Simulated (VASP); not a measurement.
# CuNi2 (P6_3/mmc) in VASP: a series of runs

CuNi2 is run at these levels: PBE; tasks: single point, relaxation of cell and atoms.

Everything below comes from runs of VASP 6.6.1. Logs are shortened: lines on timing, memory, paths and dates and some standing lists are left out, and cuts for length are marked.

## Step 1: The cell of the first run

Symmetry: P6_3/mmc, No. 194, hexagonal system. The conventional cell has a = 2.516 Å, b = 2.516 Å, c = 11.991 Å, α = 90.00°, β = 90.00°, γ = 120.00°. Cu (site symmetry -6m2) has 6 Ni at 2.47 Å and 6 Cu at 2.52 Å within 3.3 Å. Ni (site symmetry 3m) has 9 Ni at 2.47 to 2.52 Å and 3 Cu at 2.47 Å within 3.3 Å.

## Step 2: Single point, PBE, collinear spin, ferromagnetic start

Contents of INCAR:

```
ALGO = Fast
EDIFF = 1E-7
ENCUT = 520
GGA = PE
ISIF = 2
ISMEAR = 0
ISPIN = 2
LASPH = True
LCHARG = False
LMAXMIX = 4
LORBIT = 11
LREAL = False
LWAVE = False
MAGMOM = 0 0 2 2 2 2
NBANDS = 44
NELM = 150
PREC = Accurate
SIGMA = 0.1
```

Contents of KPOINTS:

```
k-points
0
Gamma
  6 6 2
```

Contents of POSCAR:

```
CuNi2
1.0
    2.5161685500      0.0000000000      0.0000000000
   -1.2580842800      2.1790658900      0.0000000000
    0.0000000000      0.0000000000     11.9906175700
Cu Ni
2 4
Direct
    0.3333333300      0.6666666700      0.2500000000
    0.6666666700      0.3333333300      0.7500000000
    0.3333333300      0.6666666700      0.9166666700
    0.3333333300      0.6666666700      0.5833333300
    0.6666666700      0.3333333300      0.0833333300
    0.6666666700      0.3333333300      0.4166666700
```

Potentials or basis: VASP PAW PBE potentials, release 64 (Cu, Ni).

Launch:

```sh
$ cat potpaw_PBE.64/Cu/POTCAR potpaw_PBE.64/Ni/POTCAR > POTCAR
$ mpirun -np 1 vasp_std > vasp.out
```

OUTCAR:

```text
EDIFF = 1E-7
   ENCUT = 520
   GGA = PE
   ISIF = 2
   ISMEAR = 0
   ISPIN = 2
   LASPH = True
   LORBIT = 11
   LREAL = False
   NELM = 150
   PREC = Accurate

 ion  position               nearest neighbor table
   1  0.333  0.667  0.250-   5 2.47   6 2.47   5 2.47   6 2.47   5 2.47   6 2.47
   2  0.667  0.333  0.750-   3 2.47   4 2.47   3 2.47   4 2.47   3 2.47   4 2.47
   3  0.333  0.667  0.917-   5 2.47   5 2.47   5 2.47   2 2.47   2 2.47   2 2.47
   4  0.333  0.667  0.583-   6 2.47   6 2.47   6 2.47   2 2.47   2 2.47   2 2.47
   5  0.667  0.333  0.083-   3 2.47   3 2.47   3 2.47   1 2.47   1 2.47   1 2.47
   6  0.667  0.333  0.417-   4 2.47   4 2.47   4 2.47   1 2.47   1 2.47   1 2.47

  LATTYP: Found a hexagonal cell.
 ALAT       =     2.5161685500
 C/A-ratio  =     4.7654270100

  Lattice vectors:

 A1 = (   2.5161685500,   0.0000000000,   0.0000000000)
 A2 = (  -1.2580842800,   2.1790658900,   0.0000000000)
 A3 = (   0.0000000000,   0.0000000000,  11.9906175700)

Analysis of symmetry for initial positions (statically):
=====================================================================
 Subroutine PRICEL returns:
 Original cell was already a primitive cell.

 Routine SETGRP: Setting up the symmetry group for a
 hexagonal supercell.

 Subroutine GETGRP returns: Found 24 space group operations
 (whereof 12 operations were pure point group operations)
 out of a pool of 24 trial point group operations.

The static configuration has the point symmetry D_3d.
 The point group associated with its full space group is D_6h.

Analysis of symmetry for dynamics (positions and initial velocities):
=====================================================================
 Subroutine PRICEL returns:
 Original cell was already a primitive cell.

 Routine SETGRP: Setting up the symmetry group for a
 hexagonal supercell.

 Subroutine GETGRP returns: Found 24 space group operations
 (whereof 12 operations were pure point group operations)
 out of a pool of 24 trial point group operations.

The dynamic configuration has the point symmetry D_3d.
 The point group associated with its full space group is D_6h.

Analysis of structural, dynamic, and magnetic symmetry:
=====================================================================
 Subroutine PRICEL returns:
 Original cell was already a primitive cell.

 Routine SETGRP: Setting up the symmetry group for a
 hexagonal supercell.

 Subroutine GETGRP returns: Found 24 space group operations
 (whereof 12 operations were pure point group operations)
 out of a pool of 24 trial point group operations.

The overall configuration has the point symmetry D_3d.
 The point group associated with its full space group is D_6h.

 Subroutine INISYM returns: Found 24 space group operations
 (whereof 12 operations are pure point group operations),
 and found     1 'primitive' translations

----------------------------------------------------------------------------------------

                                     Primitive cell

  volume of cell :      65.7433

  direct lattice vectors                    reciprocal lattice vectors
     2.516168550  0.000000000  0.000000000     0.397429655  0.229456119  0.000000000
    -1.258084280  2.179065890  0.000000000     0.000000000  0.458912236  0.000000000
     0.000000000  0.000000000 11.990617570     0.000000000  0.000000000  0.083398540

  length of vectors
     2.516168550  2.516168557 11.990617570     0.458912237  0.458912236  0.083398540

  position of ions in fractional coordinates (direct lattice)
     0.333333330  0.666666670  0.250000000
     0.666666670  0.333333330  0.750000000
     0.333333330  0.666666670  0.916666670
     0.333333330  0.666666670  0.583333330
     0.666666670  0.333333330  0.083333330
     0.666666670  0.333333330  0.416666670

  ion indices of the primitive-cell ions
   primitive index   ion index
                 1           1
                 2           2
                 3           3
                 4           4
                 5           5
                 6           6

[... 37 lines left out ...]
  0.333333  0.000000  0.500000      6.000000
  0.500000 -0.000000  0.500000      3.000000
  0.166667  0.166667  0.500000      6.000000
  0.333333  0.166667  0.500000     12.000000
  0.333333  0.333333  0.500000      2.000000
   k-points           NKPTS =     14   k-points in BZ     NKDIM =     14   number of bands    NBANDS=     44
   number of dos      NEDOS =    301   number of ions     NIONS =      6
   total plane-waves  NPLWV =  36000
   dimension x,y,z NGX =    20 NGY =   20 NGZ =   90
   dimension x,y,z NGXF=    40 NGYF=   40 NGZF=  180
   ions per type =               2   4
   NGX,Y,Z   is equivalent  to a cutoff of  13.21, 13.21, 12.48 a.u.
   NGXF,Y,Z  is equivalent  to a cutoff of  26.43, 26.43, 24.96 a.u.
 SYSTEM =  unknown system
   PREC   = accura    normal or accurate (medium, high low for compatibility)
[... 21 lines left out ...]
   EMIN   =  10.00;   EMAX   =-10.00  energy-range for DOS
   EFERMI =   0.00;   METHOD = LEGACY
   ISMEAR =     0;   SIGMA  =   0.10  broadening in eV -4-tet -1-fermi 0-gaus
   EFERMI_NEDOS =   21; number of points for ismear=-14 and -15
   IALGO  =     68    algorithm
   IMIX   =      4    mixing-type and parameters
     AMIX     =   0.40;   BMIX     =  1.00
     AMIX_MAG =   1.60;   BMIX_MAG =  1.00
  volume/ion in A,a.u.               =      10.96        73.94
  Fermi-wavevector in a.u.,A,eV,Ry     =   1.605418  3.033800 35.067215  2.577368
  Thomas-Fermi vector in A             =   2.701768
   LORBIT       =     11    0 simple, 1 ext, 2 COOP (PROOUT), +10 PAW based schemes
   GGA     = PE    functional components
   LHFCALC =     F    Hartree Fock is set to
   AEXX    =    0.0000 exact exchange contribution
   IVDW    =     0    specifies the selected vdW correction
   LEPSILON=     F    determine dielectric tensor
   LRPA    =     F    only Hartree local field effects (RPA)
 spin polarized calculation
 RMM-DIIS sequential band-by-band and
 Gauss-broadening in eV      SIGMA  =   0.10
  energy-cutoff  :      520.00
  volume of cell :       65.74
 maximum number of plane-waves:      1796
 NGX is ok and might be reduce to    20
   NGX =  9   NGY =  9   NGZ = 45

 number of electron      61.9999977 magnetization       1.9781650

 Free energy of the ion-electron system (eV)
  ---------------------------------------------------
  ext. energy  EPLUGINS =         0.00000000
  ---------------------------------------------------
  free energy    TOTEN  =       -29.08927881 eV

  energy without entropy =      -29.03896706  energy(sigma->0) =      -29.06412294

 E-fermi :   8.8833     XC(G=0): -13.1907

 val. band max:        8.8814017105   @ k =   0.1667   0.0000   0.5000
 cond. band min:       8.8911662027   @ k =   0.3333   0.0000   0.0000
 fundamental gap:      0.0097644923
 Fermi energy:         8.8833196644

 spin component 1

 k-point     1 :       0.0000    0.0000    0.0000
  band No.  band energies     occupation
      1      -0.2849      1.00000
      2       0.5831      1.00000
      3       1.0688      1.00000
      4       3.1932      1.00000
      5       3.4868      1.00000
      6       4.1017      1.00000
[... 633 lines left out ...]
     42      17.4230      0.00000
     43      19.3188      0.00000
 Fermi energy:         8.8833196644

 spin component 2

 k-point     1 :       0.0000    0.0000    0.0000
  band No.  band energies     occupation
      1      -0.3015      1.00000
      2       0.5637      1.00000
      3       1.0553      1.00000
      4       3.1943      1.00000
      5       3.5573      1.00000
      6       4.2224      1.00000
[... 633 lines left out ...]
     42      17.5569      0.00000
     43      19.3940      0.00000
 [bands above 43 left out]

------------------------ aborting loop because EDIFF is reached ----------------------------------------

  FORCE on cell =-STRESS in cart. coord.  units (eV):
  Direction    XX          YY          ZZ          XY          YZ          ZX
  --------------------------------------------------------------------------------------
  -------------------------------------------------------------------------------------
  Total        0.4753666      0.4753666      4.9545879     -0.0000000      0.0000000     -0.0000000
  in kB       11.5847744     11.5847744    120.7442550     -0.0000000      0.0000000     -0.0000000
  external PRESSURE =      47.9712679 kB  Pullay stress =       0.0000000 kB

 VOLUME and BASIS-vectors are now :
 -----------------------------------------------------------------------------
  energy-cutoff  :      520.00
  volume of cell :       65.74
      direct lattice vectors                 reciprocal lattice vectors
     2.516168550  0.000000000  0.000000000     0.397429655  0.229456119  0.000000000
    -1.258084280  2.179065890  0.000000000     0.000000000  0.458912236  0.000000000
     0.000000000  0.000000000 11.990617570     0.000000000  0.000000000  0.083398540

 POSITION                                       TOTAL-FORCE (eV/Angst)
 -----------------------------------------------------------------------------------
     -0.00000      1.45271      2.99765        -0.000000      0.000000      0.000000
      1.25808      0.72636      8.99296         0.000000     -0.000000      0.000000
     -0.00000      1.45271     10.99140        -0.000000     -0.000000      0.439059
     -0.00000      1.45271      6.99453         0.000000      0.000000     -0.439059
      1.25808      0.72636      0.99922         0.000000     -0.000000     -0.439059
      1.25808      0.72636      4.99609        -0.000000     -0.000000      0.439059
 -----------------------------------------------------------------------------------
    total drift:                               -0.000001      0.000000     -0.000001

  FREE ENERGIE OF THE ION-ELECTRON SYSTEM (eV)
  ---------------------------------------------------
  free  energy   TOTEN  =       -29.0892788142 eV

  energy  without entropy=      -29.0389670577  energy(sigma->0) =      -29.06412294

 total charge

# of ion       s       p       d       tot
------------------------------------------
    1        0.471   0.440   9.176  10.087
    2        0.471   0.440   9.176  10.087
    3        0.490   0.478   8.341   9.310
    4        0.490   0.478   8.341   9.310
    5        0.490   0.478   8.341   9.310
    6        0.490   0.478   8.341   9.310
--------------------------------------------------
tot          2.903   2.791  51.717  57.411

 magnetization (x)

# of ion       s       p       d       tot
------------------------------------------
    1       -0.003  -0.010   0.029   0.016
    2       -0.003  -0.010   0.029   0.016
    3       -0.001  -0.014   0.513   0.498
    4       -0.001  -0.014   0.513   0.498
    5       -0.001  -0.014   0.513   0.498
    6       -0.001  -0.014   0.513   0.498
--------------------------------------------------
tot         -0.013  -0.076   2.112   2.023
```

It took 60 s on 1 thread of AMD EPYC 9R45 (Zen 5), shared host; peak memory 0.2 GiB.

What came out:

```yaml
Free_energy: -29.0893 eV
Pressure: 4.8 GPa
Largest_force: 0.439 eV/Å
Band_gap_on_the_k_mesh: zero (filled and empty bands overlap)
Net_moment: 1.98 μB per cell
Site_moments: Cu +0.02; Ni +0.50 μB
Valence_electrons_inside_the_program's_atomic_spheres: Cu 10.09; Ni 9.31
```

Forces on the atoms (eV/Å):
```
Cu   0.000  0.000  0.000
Cu   0.000  0.000  0.000
Ni   0.000  0.000  0.439
Ni   0.000  0.000 -0.439
Ni   0.000  0.000 -0.439
Ni   0.000  0.000  0.439
```

Caveat: the k points lie up to 0.48 Å⁻¹ apart, too coarse for converged energies and pressures of a metal.

## Step 3: Single point, PBE, collinear spin, ferromagnetic start

This run uses another cell than the first one, of 11.23 Å³/atom.

Contents of INCAR:

```
ALGO     = Normal         # electronic algorithm
EDIFF    = 1E-6           # SCF threshold, eV
ENCUT    = 520            # plane-wave cutoff, eV
GGA      = PE             # functional
ISIF     = 2              # what is computed and relaxed
ISMEAR   = 0              # smearing method
ISPIN    = 2              # spin polarisation
LASPH    = True           # aspherical terms in the spheres
LCHARG   = False          # write CHGCAR
LMAXMIX  = 4              # l up to which the mixer works
LORBIT   = 11             # projections on sites
LREAL    = False          # projectors in reciprocal space
LWAVE    = False          # write WAVECAR
MAGMOM   = 0 0 2 2 2 2    # initial moments
NBANDS   = 44             # bands
NELM     = 150            # most SCF steps
PREC     = Accurate       # precision mode
SIGMA    = 0.1            # smearing width, eV
```

KPOINTS is that of step 2.

Contents of POSCAR:

```
CuNi2
1.0
    2.4984803880      0.0000000029      0.0000000000
   -1.2492401965      2.1637474854      0.0000000000
    0.0000000000      0.0000000000     12.4680978701
Cu Ni
2 4
Direct
    0.3333333333      0.6666666667      0.2500000000
    0.6666666667      0.3333333333      0.7500000000
    0.3333333333      0.6666666667      0.9192519728
    0.3333333333      0.6666666667      0.5807480272
    0.6666666667      0.3333333333      0.0807480272
    0.6666666667      0.3333333333      0.4192519728
```

Potentials or basis: VASP PAW PBE potentials, release 64 (Cu, Ni).

Launch:

```sh
$ cat potpaw_PBE.64/Cu/POTCAR potpaw_PBE.64/Ni/POTCAR > POTCAR
$ mpirun -np 1 vasp_std > vasp.out
```

Wall time 52 s (1 thread of AMD EPYC 9R45 (Zen 5), shared host); peak memory 0.21 GiB.

It converged, with:

```yaml
Free_energy: -29.2084 eV
Pressure: 0.3 GPa
Largest_force: 0.008 eV/Å
Net_moment: 2.12 μB per cell
Site_moments: Cu +0.00; Ni +0.54 μB
Valence_electrons_inside_the_program's_atomic_spheres: Cu 10.04; Ni 9.28
```

Forces on the atoms (eV/Å):
```
Cu   0.000  0.000  0.000
Cu   0.000  0.000  0.000
Ni   0.000  0.000  0.008
Ni   0.000  0.000 -0.008
Ni   0.000  0.000 -0.008
Ni   0.000  0.000  0.008
```

Levels at points of the mesh, in eV from the Fermi level:
Spin up:
| k point | band 31 | band 32 | band 33 | band 34 | band 35 | band 36 |
| --- | --- | --- | --- | --- | --- | --- |
| (0.00, 0.00, 0.00) | -0.96 | -0.65 | -0.65 | -0.64 | -0.64 | -0.58 |
| (0.50, 0.00, 0.00) | 0.45 | 0.76 | 0.98 | 1.85 | 2.43 | 2.75 |
| (0.00, 0.00, 0.50) | -1.01 | -1.01 | -0.64 | -0.64 | -0.64 | -0.64 |
| (0.50, 0.00, 0.50) | 0.84 | 0.84 | 1.23 | 1.23 | 2.66 | 2.66 |
Spin down:
| k point | band 28 | band 29 | band 30 | band 31 | band 32 | band 33 |
| --- | --- | --- | --- | --- | --- | --- |
| (0.00, 0.00, 0.00) | -0.60 | -0.52 | -0.52 | -0.46 | -0.46 | 0.01 |
| (0.50, 0.00, 0.00) | 0.27 | 0.36 | 0.36 | 0.47 | 0.84 | 1.17 |
| (0.00, 0.00, 0.50) | -1.29 | -0.49 | -0.49 | -0.49 | -0.49 | 0.01 |
| (0.50, 0.00, 0.50) | 0.27 | 0.36 | 0.36 | 1.04 | 1.04 | 1.32 |

Caveat: the k points lie up to 0.48 Å⁻¹ apart.

## Step 4: Relaxation of cell and atoms, PBE, collinear spin, ferromagnetic start

Contents of INCAR:

```
PREC = Accurate
ENCUT = 600
EDIFF = 1E-6
ISMEAR = 0
SIGMA = 0.1
LREAL = F
LASPH = T
NELM = 150
ALGO = Normal
ISIF = 3
LWAVE = F
LCHARG = F
ISPIN = 2
MAGMOM = 0 0 2 2 2 2
LORBIT = 11
LMAXMIX = 4
GGA = PE
IBRION = 2
NSW = 90
EDIFFG = -0.04
```

Contents of KPOINTS:

```
regular mesh
0
Gamma
  6 6 2
```

Contents of POSCAR:

```
CuNi2
1.0
    2.5161685500      0.0000000000      0.0000000000
   -1.2580842800      2.1790658900      0.0000000000
    0.0000000000      0.0000000000     11.9906175700
Cu Ni
2 4
Direct
    0.3333333300      0.6666666700      0.2500000000
    0.6666666700      0.3333333300      0.7500000000
    0.3333333300      0.6666666700      0.9166666700
    0.3333333300      0.6666666700      0.5833333300
    0.6666666700      0.3333333300      0.0833333300
    0.6666666700      0.3333333300      0.4166666700
```

Launch:

```sh
$ cat potpaw_PBE.64/Cu/POTCAR potpaw_PBE.64/Ni/POTCAR > POTCAR
$ mpirun -np 1 vasp_std > vasp.out
```

It took 3.1 min on 1 thread of AMD EPYC 9R45 (Zen 5), shared host; peak memory 0.22 GiB.

Results (log left out):

```
Free energy                                           : -29.2066 eV
Relaxed volume                                        : 11.24 Å³/atom
Relaxed cell                                          : a = 2.498 Å, b = 2.498 Å, c = 12.476 Å, α = 90.00°, β = 90.00°, γ = 120.00°
Space group after relaxing (to 0.1 Å)                 : P6_3/mmc (No. 194)
Energy gained by relaxing                             : 19.7 meV/atom
Ionic steps                                           : 5
Pressure after relaxing                               : 0.1 GPa
Largest force after relaxing                          : 0.033 eV/Å
Net moment                                            : 2.12 μB per cell
Site moments                                          : Cu +0.00; Ni +0.54 μB
Valence electrons inside the program's atomic spheres : Cu 10.04; Ni 9.28
```

Forces in eV/Å, atoms in the order of the input:
```
Cu   0.000  0.000  0.000
Cu   0.000  0.000  0.000
Ni   0.000  0.000  0.033
Ni   0.000  0.000 -0.033
Ni   0.000  0.000 -0.033
Ni   0.000  0.000  0.033
```

Stress tensor (GPa, compression positive):
```
 0.14  0.00  0.00
 0.00  0.14  0.00
 0.00  0.00 -0.01
```

Step by step:
| step | energy change (eV) | largest force (eV/Å) | pressure (GPa) | volume (Å³) |
| --- | --- | --- | --- | --- |
| 1 | 0.0000 | 0.4388 | 4.78 | 65.74 |
| 2 | -0.0953 | 0.1564 | -3.48 | 68.87 |
| 3 | -0.0976 | 0.1852 | -2.51 | 68.43 |
| 4 | -0.1179 | 0.0143 | 0.49 | 67.31 |
| 5 | -0.1182 | 0.0326 | 0.09 | 67.43 |

Final structure:
```yaml
crystal:
  lattice:
    - [2.49823, 0.00000, 0.00000]
    - [-1.24912, 2.16353, 0.00000]
    - [0.00000, 0.00000, 12.47593]
  atoms:
    - { symbol: Cu, position: [0.33333, 0.66667, 0.25000] }
    - { symbol: Cu, position: [0.66667, 0.33333, 0.75000] }
    - { symbol: Ni, position: [0.33333, 0.66667, 0.91911] }
    - { symbol: Ni, position: [0.33333, 0.66667, 0.58089] }
    - { symbol: Ni, position: [0.66667, 0.33333, 0.08089] }
    - { symbol: Ni, position: [0.66667, 0.33333, 0.41911] }
```

Levels at points of the mesh, in eV from the Fermi level:
Spin up:
| k point | band 31 | band 32 | band 33 | band 34 | band 35 | band 36 |
| --- | --- | --- | --- | --- | --- | --- |
| (0.00, 0.00, 0.00) | -0.96 | -0.65 | -0.65 | -0.64 | -0.64 | -0.58 |
| (0.50, 0.00, 0.00) | 0.45 | 0.76 | 0.98 | 1.85 | 2.43 | 2.76 |
| (0.00, 0.00, 0.50) | -1.01 | -1.01 | -0.64 | -0.64 | -0.64 | -0.64 |
| (0.50, 0.00, 0.50) | 0.84 | 0.84 | 1.24 | 1.24 | 2.66 | 2.66 |
Spin down:
```tsv
k point	band 26	band 27	band 28	band 29	band 30	band 31	band 32	band 33	band 34	band 35
(0.00, 0.00, 0.00)	-1.31	-1.31	-0.61	-0.51	-0.51	-0.45	-0.45	0.01	0.01	0.01
(0.50, 0.00, 0.00)	-0.02	0.27	0.28	0.36	0.37	0.47	0.84	1.17	2.02	2.60
(0.00, 0.00, 0.50)	-1.31	-1.30	-1.30	-0.48	-0.48	-0.48	-0.48	0.01	0.01	0.01
(0.50, 0.00, 0.50)	-0.11	0.27	0.27	0.36	0.36	1.04	1.04	1.32	1.32	2.86
```

Caveat: the k points lie up to 0.48 Å⁻¹ apart in the final cell.

## Step 5: Overview

| task | cell | cutoff (eV) | gap on the mesh (eV) | pressure (GPa) | moment (μB) | largest force (eV/Å) |
| --- | --- | --- | --- | --- | --- | --- |
| single point | a = 2.516, b = 2.516, c = 11.991 Å, angles 90.0, 90.0, 120.0°, 6 atoms, atomic positions A | 520 | none | 4.8 | 1.98 | 0.44 |
| single point | a = 2.498, b = 2.498, c = 12.468 Å, angles 90.0, 90.0, 120.0°, 6 atoms, atomic positions B | 520 | none | 0.3 | 2.12 | 0.01 |
| relaxation of cell and atoms | relaxed from a = 2.516, b = 2.516, c = 11.991 Å, angles 90.0, 90.0, 120.0°, 6 atoms, atomic positions A | 600 | none | 0.1 | 2.12 | 0.03 |

Alike in all rows: level PBE; potentials or basis VASP PAW PBE potentials, release 64 (Cu, Ni); spin collinear, ferromagnetic start; k mesh 6 × 6 × 2; smearing gaussian 0.1 eV.

Caveats: all runs use coarse meshes.

Absolute energies hang on the potentials; compare differences alone.

The gap in the log of VASP goes by the Fermi energy; the results here count the filled bands.